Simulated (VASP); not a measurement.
# Al2O3 (R-3c) in VASP: further runs

Al2O3 is run at these levels: LDA, r2SCAN; tasks: single point, relaxation of cell and atoms.

Program: VASP 6.6.1. These are calculated values, not measurements. Logs are shortened: lines on timing, memory, paths and dates and some standing lists are left out, and cuts for length are marked.

**Experimental background.**

“Multi-petahertz electron interference in Cr:Al2O3 solid-state material”, 2018, pmc:5906618 quotes, for a bulk crystal of Al2O3: band gap 8.7 eV (optical).

The results are compared with them further down.

### Step 1. The cell of the first run

It takes space group R-3c (No. 167, trigonal). The conventional cell has a = 4.760 Å, b = 4.760 Å, c = 12.996 Å, α = 90.00°, β = 90.00°, γ = 120.00°. Within 2.5 Å of Al (site symmetry 3) lie 6 O at 1.85 to 1.97 Å. Within 2.9 Å of O (site symmetry 2) lie 4 Al at 1.85 to 1.97 Å and 12 O at 2.53 to 2.86 Å.

### Step 2. Single point, LDA

File INCAR:

```
ALGO     = Normal         # electronic algorithm
EDIFF    = 1E-6           # SCF threshold, eV
ENCUT    = 520            # plane-wave cutoff, eV
GGA      = CA             # functional
ISIF     = 2              # what is computed and relaxed
ISMEAR   = -1             # smearing method
LASPH    = True           # aspherical terms in the spheres
LCHARG   = True           # write CHGCAR
LELF     = True           # ELF
LREAL    = False          # projectors in reciprocal space
LVHAR    = True         
LWAVE    = False          # write WAVECAR
NBANDS   = 35             # bands
NELM     = 60             # most SCF steps
PREC     = Accurate       # precision mode
SIGMA    = 0.05           # smearing width, eV
```

File KPOINTS:

```
k-points
0
Gamma
  7 7 7
```

File POSCAR:

```
Al2O3
1.0
    2.3802500000      1.3742379782      4.3318666667
   -2.3802500000      1.3742379782      4.3318666667
    0.0000000000     -2.7484759565      4.3318666667
Al O
4 6
Direct
    0.8521600000      0.8521600000      0.8521600000
    0.6478400000      0.6478400000      0.6478400000
    0.1478400000      0.1478400000      0.1478400000
    0.3521600000      0.3521600000      0.3521600000
    0.0566800000      0.7500000000      0.4433200000
    0.7500000000      0.4433200000      0.0566800000
    0.4433200000      0.0566800000      0.7500000000
    0.9433200000      0.2500000000      0.5566800000
    0.2500000000      0.5566800000      0.9433200000
    0.5566800000      0.9433200000      0.2500000000
```

Potentials or basis: VASP PAW LDA potentials, release 64 (Al, O).

Launch:

```bash
$ cat potpaw_LDA.64/Al/POTCAR potpaw_LDA.64/O/POTCAR > POTCAR
$ mpirun -np 1 vasp_std > vasp.out
```

OUTCAR:

```text
EDIFF = 1E-6
   ENCUT = 520
   GGA = CA
   ISIF = 2
   ISMEAR = -1
   LASPH = True
   LREAL = False
   NELM = 60
   PREC = Accurate

 ion  position               nearest neighbor table
   1  0.852  0.852  0.852-   8 1.85   9 1.85  10 1.85   6 1.97   7 1.97   5 1.97   2 2.66   3 2.79
                             3 2.79   3 2.79   2 3.22   2 3.22   2 3.22
   2  0.648  0.648  0.648-   9 1.85   8 1.85  10 1.85   5 1.97   7 1.97   6 1.97   1 2.66   4 2.79
                             4 2.79   4 2.79   1 3.22   1 3.22   1 3.22
   3  0.148  0.148  0.148-   5 1.85   6 1.85   7 1.85   9 1.97  10 1.97   8 1.97   4 2.66   1 2.79
                             1 2.79   1 2.79   4 3.22   4 3.22   4 3.22
   4  0.352  0.352  0.352-   6 1.85   5 1.85   7 1.85   8 1.97  10 1.97   9 1.97   3 2.66   2 2.79
                             2 2.79   2 2.79   3 3.22   3 3.22   3 3.22
   5  0.057  0.750  0.443-   3 1.85   4 1.85   2 1.97   1 1.97
   6  0.750  0.443  0.057-   4 1.85   3 1.85   1 1.97   2 1.97
   7  0.443  0.057  0.750-   3 1.85   4 1.85   1 1.97   2 1.97
   8  0.943  0.250  0.557-   1 1.85   2 1.85   4 1.97   3 1.97
   9  0.250  0.557  0.943-   2 1.85   1 1.85   3 1.97   4 1.97
  10  0.557  0.943  0.250-   1 1.85   2 1.85   3 1.97   4 1.97

  LATTYP: Found a trigonal (rhomboedric) cell.
 ALAT       =     5.1302230849
 COS(alpha) =     0.5694707703

  Lattice vectors:

 A1 = (   2.3802500000,   1.3742379782,   4.3318666667)
 A2 = (  -2.3802500000,   1.3742379782,   4.3318666667)
 A3 = (   0.0000000000,  -2.7484759565,   4.3318666667)

Analysis of symmetry for initial positions (statically):
=====================================================================
 Subroutine PRICEL returns:
 Original cell was already a primitive cell.

 Routine SETGRP: Setting up the symmetry group for a
 trigonal (rhombohedral) supercell.

 Subroutine GETGRP returns: Found 12 space group operations
 (whereof  6 operations were pure point group operations)
 out of a pool of 12 trial point group operations.

The static configuration has the point symmetry S_6 .
 The point group associated with its full space group is D_3d.

Analysis of symmetry for dynamics (positions and initial velocities):
=====================================================================
 Subroutine PRICEL returns:
 Original cell was already a primitive cell.

 Routine SETGRP: Setting up the symmetry group for a
 trigonal (rhombohedral) supercell.

 Subroutine GETGRP returns: Found 12 space group operations
 (whereof  6 operations were pure point group operations)
 out of a pool of 12 trial point group operations.

The dynamic configuration has the point symmetry S_6 .
 The point group associated with its full space group is D_3d.

 Subroutine INISYM returns: Found 12 space group operations
 (whereof  6 operations are pure point group operations),
 and found     1 'primitive' translations

----------------------------------------------------------------------------------------

                                     Primitive cell

  volume of cell :      85.0180

  direct lattice vectors                    reciprocal lattice vectors
     2.380250000  1.374237978  4.331866667     0.210061968  0.121279334  0.076949121
    -2.380250000  1.374237978  4.331866667    -0.210061968  0.121279334  0.076949121
     0.000000000 -2.748475957  4.331866667     0.000000000 -0.242558668  0.076949121

  length of vectors
     5.130223085  5.130223085  5.130223085     0.254471756  0.254471756  0.254471756

  position of ions in fractional coordinates (direct lattice)
     0.852160000  0.852160000  0.852160000
     0.647840000  0.647840000  0.647840000
     0.147840000  0.147840000  0.147840000
     0.352160000  0.352160000  0.352160000
     0.056680000  0.750000000  0.443320000
     0.750000000  0.443320000  0.056680000
     0.443320000  0.056680000  0.750000000
     0.943320000  0.250000000  0.556680000
     0.250000000  0.556680000  0.943320000
     0.556680000  0.943320000  0.250000000

  ion indices of the primitive-cell ions
   primitive index   ion index
                 1           1
                 2           2
                 3           3
                 4           4
                 5           5
                 6           6
                 7           7
                 8           8
                 9           9
                10          10

----------------------------------------------------------------------------------------

 KPOINTS: k-points

Automatic generation of k-mesh.
 Grid dimensions read from file:
 generate k-points for:    7    7    7

 Generating k-lattice:

  Cartesian coordinates                     Fractional coordinates (reciprocal lattice)
     0.030008853  0.017325619  0.010992732     0.142857143  0.000000000  0.000000000
    -0.030008853  0.017325619  0.010992732     0.000000000  0.142857143  0.000000000
     0.000000000 -0.034651238  0.010992732     0.000000000  0.000000000  0.142857143

  Length of vectors
     0.036353108  0.036353108  0.036353108

  Shift w.r.t. Gamma in fractional coordinates (k-lattice)
     0.000000000  0.000000000  0.000000000

 Subroutine IBZKPT returns following result:
 ===========================================

 Found     44 irreducible k-points:

 Following reciprocal coordinates:
            Coordinates               Weight
  0.000000  0.000000  0.000000      1.000000
  0.142857  0.000000 -0.000000      6.000000
  0.285714  0.000000 -0.000000      6.000000
  0.428571 -0.000000 -0.000000      6.000000
  0.142857  0.142857 -0.000000      6.000000
  0.285714  0.142857  0.000000     12.000000
[... 16 lines left out ...]
  0.285714  0.285714  0.142857      6.000000
  0.428571  0.285714  0.142857     12.000000
 [... further k-points ...]
   k-points           NKPTS =     44   k-points in BZ     NKDIM =     44   number of bands    NBANDS=     35
   number of dos      NEDOS =    301   number of ions     NIONS =     10
   total plane-waves  NPLWV =  64000
   dimension x,y,z NGX =    40 NGY =   40 NGZ =   40
   dimension x,y,z NGXF=    80 NGYF=   80 NGZF=   80
   ions per type =               4   6
   NGX,Y,Z   is equivalent  to a cutoff of  12.96, 12.96, 12.96 a.u.
   NGXF,Y,Z  is equivalent  to a cutoff of  25.92, 25.92, 25.92 a.u.
 SYSTEM =  unknown system
   PREC   = accura    normal or accurate (medium, high low for compatibility)
   ISTART =      0    job   : 0-new  1-cont  2-samecut
   ICHARG =      2    charge: 1-file 2-atom 10-const
   ISPIN  =      1    spin polarized calculation?
   LNONCOLLINEAR =      F non collinear calculations
   LSORBIT =      F    spin-orbit coupling
   LASPH  =      T    aspherical Exc in radial PAW
   ENCUT  =  520.0 eV  38.22 Ry    6.18 a.u.   9.54  9.54  9.54*2*pi/ulx,y,z
   NELM   =     60;   NELMIN=  2; NELMDL= -5     # of ELM steps
   EDIFF  = 0.1E-05   stopping-criterion for ELM
   LREAL  =      F    real-space projection
   EDIFFG = 0.1E-04   stopping-criterion for IOM
   NSW    =      0    number of steps for IOM
   IBRION =     -1    ionic relax: 0-MD 1-quasi-New 2-CG
   NFREE  =      0    steps in history (QN), initial steepest desc. (CG)
   ISIF   =      2    stress and relaxation
   ISYM   =      2    0-nonsym 1-usesym 2-fastsym
   POTIM  = 0.5000    time-step for ionic-motion
   TEBEG  =    0.0;   TEEND  =   0.0 temperature during run
   PSTRESS=    0.0 pullay stress
   NELECT =      48.0000    total number of electrons
   NUPDOWN=      -1.0000    fix difference up-down
   EMIN   =  10.00;   EMAX   =-10.00  energy-range for DOS
   EFERMI =   0.00;   METHOD = LEGACY
   ISMEAR =    -1;   SIGMA  =   0.05  broadening in eV -4-tet -1-fermi 0-gaus
   EFERMI_NEDOS =   21; number of points for ismear=-14 and -15
   IALGO  =     38    algorithm
   IMIX   =      4    mixing-type and parameters
     AMIX     =   0.40;   BMIX     =  1.00
     AMIX_MAG =   1.60;   BMIX_MAG =  1.00
  volume/ion in A,a.u.               =       8.50        57.37
  Fermi-wavevector in a.u.,A,eV,Ry     =   1.353064  2.556920 24.909299  1.830782
  Thomas-Fermi vector in A             =   2.480350
   LORBIT       =      0    0 simple, 1 ext, 2 COOP (PROOUT), +10 PAW based schemes
   GGA     = CA    functional components
   LHFCALC =     F    Hartree Fock is set to
   AEXX    =    0.0000 exact exchange contribution
   IVDW    =     0    specifies the selected vdW correction
   LEPSILON=     F    determine dielectric tensor
   LRPA    =     F    only Hartree local field effects (RPA)
 non-spin polarized calculation
  energy-cutoff  :      520.00
  volume of cell :       85.02
 maximum number of plane-waves:      2304
 NGX is ok and might be reduce to    40
   NGX = 19   NGY = 19   NGZ = 19

 number of electron      48.0000013 magnetization

 Free energy of the ion-electron system (eV)
  ---------------------------------------------------
  ext. energy  EPLUGINS =         0.00000000
  ---------------------------------------------------
  free energy    TOTEN  =       -83.08344562 eV

  energy without entropy =      -83.08344562  energy(sigma->0) =      -83.08344562

 E-fermi :   6.9441     XC(G=0): -12.1651

 val. band max:        5.8303130145   @ k =   0.0000   0.0000   0.0000
 cond. band min:      11.9965333206   @ k =   0.0000   0.0000   0.0000
 fundamental gap:      6.1662203061
 Fermi energy:         6.9441327959

 k-point     1 :       0.0000    0.0000    0.0000
  band No.  band energies     occupation
      1     -13.1917      2.00000
      2     -10.7618      2.00000
      3     -10.4676      2.00000
      4     -10.4676      2.00000
      5     -10.1414      2.00000
      6     -10.1414      2.00000
[... 27 lines left out ...]
     34      19.1715      0.00000
     35      20.2193      0.00000

 k-point     2 :       0.1429    0.0000   -0.0000
  band No.  band energies     occupation
      1     -13.0828      2.00000
      2     -10.8068      2.00000
      3     -10.5461      2.00000
      4     -10.4916      2.00000
      5     -10.1953      2.00000
      6     -10.1476      2.00000
[... 27 lines left out ...]
     34      18.6895      0.00000
     35      20.0965      0.00000
[... 796 lines left out ...]
     34      19.0393      0.00000
     35      19.6906      0.00000

 k-point    24 :       0.4286    0.2857    0.1429
  band No.  band energies     occupation
      1     -12.5625      2.00000
      2     -11.2537      2.00000
      3     -10.8026      2.00000
      4     -10.5713      2.00000
      5     -10.3679      2.00000
      6     -10.0829      2.00000
[... 27 lines left out ...]
     34      19.1448      0.00000
     35      19.4398      0.00000

 [... further k-points ...]
[... 5 lines left out ...]
  --------------------------------------------------------------------------------------
  -------------------------------------------------------------------------------------
  Total       -2.3475831     -2.3475831     -2.5711922      0.0000000      0.0000000      0.0000000
  in kB      -44.2405687    -44.2405687    -48.4545168      0.0000000      0.0000000      0.0000000
  external PRESSURE =     -45.6452180 kB  Pullay stress =       0.0000000 kB

 VOLUME and BASIS-vectors are now :
 -----------------------------------------------------------------------------
  energy-cutoff  :      520.00
  volume of cell :       85.02
      direct lattice vectors                 reciprocal lattice vectors
     2.380250000  1.374237978  4.331866667     0.210061968  0.121279334  0.076949121
    -2.380250000  1.374237978  4.331866667    -0.210061968  0.121279334  0.076949121
     0.000000000 -2.748475957  4.331866667     0.000000000 -0.242558668  0.076949121

 POSITION                                       TOTAL-FORCE (eV/Angst)
 -----------------------------------------------------------------------------------
      0.00000     -0.00000     11.07433         0.000000      0.000000     -0.057560
      0.00000     -0.00000      8.41907         0.000000     -0.000000      0.057560
      0.00000     -0.00000      1.92127         0.000000     -0.000000      0.057560
      0.00000     -0.00000      4.57653         0.000000      0.000000     -0.057560
     -1.65027     -0.10988      5.41483        -0.061714     -0.106892      0.000000
      0.72998      1.48412      5.41483        -0.061714      0.106892      0.000000
      0.92030     -1.37424      5.41483         0.123429     -0.000000      0.000000
      1.65027      0.10988      7.58077         0.061714      0.106892      0.000000
     -0.72998     -1.48412      7.58077         0.061714     -0.106892      0.000000
     -0.92030      1.37424      7.58077        -0.123429     -0.000000     -0.000000
 -----------------------------------------------------------------------------------
    total drift:                               -0.000000      0.000000     -0.000000

  FREE ENERGIE OF THE ION-ELECTRON SYSTEM (eV)
  ---------------------------------------------------
  free  energy   TOTEN  =       -83.0834456190 eV

  energy  without entropy=      -83.0834456190  energy(sigma->0) =      -83.08344562
```

It took 4.3 min on 1 thread of AMD EPYC 7R13, shared host; peak memory 0.21 GiB.

What came out:

```yaml
Free_energy: -83.0834 eV
Pressure: -4.6 GPa
Largest_force: 0.123 eV/Å
Band_gap_on_the_k_mesh: 6.17 eV
```

Forces in eV/Å, atoms in the order of the input:
```
Al   0.000  0.000 -0.058
Al   0.000  0.000  0.058
Al   0.000  0.000  0.058
Al   0.000  0.000 -0.058
O   -0.062 -0.107  0.000
O   -0.062  0.107  0.000
O    0.123  0.000  0.000
O    0.062  0.107  0.000
O    0.062 -0.107  0.000
O   -0.123  0.000  0.000
```

Stress tensor (GPa, compression positive):
```
-4.42  0.00  0.00
 0.00 -4.42  0.00
 0.00  0.00 -4.85
```

Levels at points of the mesh, in eV from the valence-band top:
| k point | band 22 | band 23 | band 24 | band 25 | band 26 | band 27 |
| --- | --- | --- | --- | --- | --- | --- |
| (0.00, 0.00, 0.00) | -0.04 | -0.04 | 0.00 | 6.17 | 8.95 | 10.50 |

Caveat: the cell stands under tension; an odd mesh through Γ misses points on the zone boundary, where band edges can lie.

[end of part 1 of 2]
